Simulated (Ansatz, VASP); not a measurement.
# One calculation of Sc3Al, two programs

File INCAR:

```
SYSTEM = Sc3Al
ALGO = Normal
EDIFF = 1E-6
ENCUT = 520
GGA = PS
ISIF = 2
ISMEAR = 0
LASPH = .True.
LCHARG = .False.
LREAL = .False.
LWAVE = .False.
NBANDS = 26
NELM = 100
PREC = Accurate
SIGMA = 0.05
```

KPOINTS

```
k-points
0
Gamma
  8 8 8
  0 0 0
```

Contents of POSCAR:

```
Sc3Al
1.0
    4.4319878233      0.0000000000      0.0000000000
    0.0000000000      4.4319878233      0.0000000000
    0.0000000000      0.0000000000      4.4319878233
Sc Al
3 1
Direct
    0.5000000000      0.0000000000      0.5000000000
    0.0000000000      0.5000000000      0.5000000000
    0.5000000000      0.5000000000      0.0000000000
    0.0000000000      0.0000000000      0.0000000000
```

Input for Ansatz:

```yaml
crystal:
  lattice:
    - [4.4319878233, 0.0, 0.0]
    - [0.0, 4.4319878233, 0.0]
    - [0.0, 0.0, 4.4319878233]
  atoms:
    - { symbol: Sc, position: [0.5, 0.0, 0.5] }
    - { symbol: Sc, position: [0.0, 0.5, 0.5] }
    - { symbol: Sc, position: [0.5, 0.5, 0.0] }
    - { symbol: Al, position: [0.0, 0.0, 0.0] }
basis:
  ecutwfc: 500
  fft_grid_basis: typed
kpoints:
  mp_grid: { grid: [8, 8, 8] }
hamiltonian:
  xc: pbesol
  pseudopotentials: { kind: paw }
scf:
  occupations: { method: gaussian, width: 0.05 }
output:
  forces: true
  stress: true
  eigenvalues: true
  bader: true
  write_density: true
  volumetric_format: npy
  elf: true
```

Alike in both runs: task single point; functional PBEsol; k mesh 8 × 8 × 8; occupations gaussian, width 0.05 eV; no spin polarisation.

|  | VASP | Ansatz |
| --- | --- | --- |
| version | VASP 6.6.1 | Ansatz 0.2.0 |
| potentials or method | VASP PAW PBE potentials, release 64 (Sc_sv, Al), cutoff 520 eV | scalar-relativistic, plane waves, PAW |
| valence electrons in the cell | 36 | 36 |

|  | VASP | Ansatz | Ansatz less VASP |
| --- | --- | --- | --- |
| gap on the k mesh at the Fermi level (eV) | none | none | - |
| pressure (GPa) | -2.4 | -2.5 | -0.07 |

VASP's potentials were made for PBE, not for PBEsol. A gap of «none» marks a metal or a gap that the smearing closes. With one functional, cell and mesh, what is left measures potentials, basis and numerics.
